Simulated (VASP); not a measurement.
Write the native input for VASP 6.6.1 that does the following.

```yaml
Task: single point
Functional: PBEsol
Potentials_or_basis: VASP PAW PBE potentials, release 64 (Cu, O)
Cutoff: 520 eV
k_mesh: 9 × 5 × 5
Occupations: fermi-dirac, width 0.05 eV
Spin: no spin polarisation
Hubbard_terms: Cu d U = 5.3 eV
Dipole_correction: no
Further_INCAR_settings: ALGO = Normal; EDIFF = 1e-06; NBANDS = 44
```

The structure of CuO lies in POSCAR:

```
CuO
1.0
   -2.3418500000      1.7113000000      0.0000000000
    0.8500300000      0.0000000000     -5.0578700000
   -2.3418500000     -5.1339000000      0.0000000000
Cu O
4 4
Direct
    0.2479969100      0.0006014900      0.2432966400
    0.7479969100      0.0006014900      0.7432966400
    0.9979969100      0.5006014900      0.4932966400
    0.4979969100      0.5006014900      0.9932966400
    0.7071969100      0.7506014900      0.2840966400
    0.2071969100      0.7506014900      0.7840966400
    0.7887969100      0.2506014900      0.2024966400
    0.3048216600      0.2457895500      0.7561235500
```

One way to write it, as run:

INCAR

```
ALGO = Normal
EDIFF = 1E-6
ENCUT = 520
GGA = PS
ISIF = 2
ISMEAR = -1
LASPH = True
LCHARG = True
LDAU = True
LDAUJ = 0 0
LDAUL = 2 -1
LDAUPRINT = 1
LDAUTYPE = 2
LDAUU = 5.3 0
LELF = True
LMAXMIX = 4
LREAL = False
LVHAR = True
LWAVE = False
NBANDS = 44
NELM = 150
PREC = Accurate
SIGMA = 0.05
```

KPOINTS

```
k-points
0
Gamma
  9 5 5
```

Potentials or basis: VASP PAW PBE potentials, release 64 (Cu, O).

Run with:

```bash
$ cat potpaw_PBE.64/Cu/POTCAR potpaw_PBE.64/O/POTCAR > POTCAR
$ mpirun -np 1 vasp_std > vasp.out
```

It gave:

```
Pressure               : -3.3 GPa
Largest force          : 2.320 eV/Å
Band gap on the k mesh : zero (band 34 reaches 5.31 eV, above the bottom of band 35 at 4.67 eV)
```

Caveat: the PAW data sets were made with another functional, which shifts forces and pressure a little; U without spin polarisation on a metal has little footing.

Wall time 3.3 min on 1 thread of Intel(R) Xeon(R) 6975P-C (Granite Rapids) (shared host), peak memory 0.41 GiB.
